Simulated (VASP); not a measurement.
Wanted: the native input for a VASP 6.6.1 run.

* Task: single point
* Functional: PBE
* Potentials or basis: VASP PAW PBE potentials, release 64 (Sn_d, Se)
* Cutoff: 520 eV
* k mesh: 6 × 6 × 3
* Occupations: gaussian, width 0.01 eV
* Spin: no spin polarisation
* Dipole correction: no
* Further INCAR settings: ALGO = Normal; EDIFF = 1e-07; NBANDS = 20

The structure of SnSe2 lies in POSCAR:

```
SnSe2
1.0
    3.8110000000      0.0000000000      0.0000000000
   -1.9055000000      3.3004228100      0.0000000000
    0.0000000000      0.0000000000      6.1360000000
Sn Se
1 2
Direct
    0.0000000000      0.0000000000      0.0000000000
    0.3333333333      0.6666666667      0.2490000000
    0.6666666667      0.3333333333      0.7510000000
```

These files were run (other wordings do the same):

INCAR

```
PREC = Accurate ; ENCUT = 520
EDIFF = 1E-7 ; ISMEAR = 0
SIGMA = 0.01 ; LREAL = False
LASPH = True ; NELM = 100
ALGO = Normal ; ISIF = 2
LWAVE = False ; LCHARG = False
GGA = PE ; NBANDS = 20
```

KPOINTS

```
Automatic mesh
0
Gamma
  6 6 3
```

Potentials or basis: VASP PAW PBE potentials, release 64 (Sn_d, Se).

Launch:

```sh
$ cat potpaw_PBE.64/Sn_d/POTCAR potpaw_PBE.64/Se/POTCAR > POTCAR
$ mpirun -np 1 vasp_std > vasp.out
```

It gave:

The pressure is 5.7 GPa and the largest force is 0.774 eV/Å. The band gap on the k mesh is 0.77 eV, indirect (least direct gap 1.09 eV).

Caveat: spin-orbit coupling is left out, which moves the levels of the heavy elements; this functional lacks dispersion, which binds the layers, so the pressure and a relaxed spacing across them are unreliable.

Run time: 25 s on 1 thread of Intel Xeon 6975P-C, on a shared host, peak memory 0.19 GiB.
